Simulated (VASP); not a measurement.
Write the native input for VASP 6.6.1 that does the following.

```
Task                   : single point
Functional             : LDA
Potentials or basis    : VASP PAW LDA potentials, release 64 (Ta_sv_GW, N)
Cutoff                 : 600 eV
k mesh                 : 5 × 5 × 8
Occupations            : gaussian, width 0.1 eV
Spin                   : no spin polarisation
Dipole correction      : no
Second run             : valence_matched
Further INCAR settings : ALGO = Normal; EDIFF = 1e-06; NBANDS = 36
```

The structure of TaN lies in POSCAR:

```
TaN
1.0
    5.1960000000      0.0000000000      0.0000000000
   -2.5980000000      4.4998679981      0.0000000000
    0.0000000000      0.0000000000      2.9110000000
Ta N
3 3
Direct
    0.3333333333      0.6666666667      0.5000000000
    0.6666666667      0.3333333333      0.5000000000
    0.0000000000      0.0000000000      0.0000000000
    0.3928500000      0.0000000000      0.0000000000
    0.6071500000      0.6071500000      0.0000000000
    0.0000000000      0.3928500000      0.0000000000
```

One way to write it, as run:

INCAR

```
SYSTEM = TaN
ALGO = Normal
EDIFF = 1E-6
ENCUT = 600
GGA = CA
GGA_COMPAT = .FALSE.
ISIF = 2
ISMEAR = 0
LASPH = .TRUE.
LCHARG = .FALSE.
LREAL = .FALSE.
LWAVE = .FALSE.
NBANDS = 36
NELM = 120
PREC = Accurate
SIGMA = 0.1
```

KPOINTS

```
k-points
0
G
  5 5 8
  0 0 0
```

Potentials or basis: VASP PAW LDA potentials, release 64 (Ta_sv_GW, N).

Launch:

```bash
$ cat potpaw_LDA.64/Ta_sv_GW/POTCAR potpaw_LDA.64/N/POTCAR > POTCAR
$ mpirun -np 1 vasp_std > vasp.out
```

It gave:

```json
{
  "Pressure": "-9.0 GPa",
  "Largest force": "0.068 eV/Å",
  "Band gap on the k mesh": "zero (band 27 reaches 13.89 eV, above the bottom of band 28 at 10.81 eV)"
}
```

Caveat: spin-orbit coupling is left out, which moves the levels of the heavy elements.

Run time: 80 s on 1 thread of Intel(R) Xeon(R) Platinum 8488C (Sapphire Rapids), with other jobs on the host, peak memory 0.2 GiB.
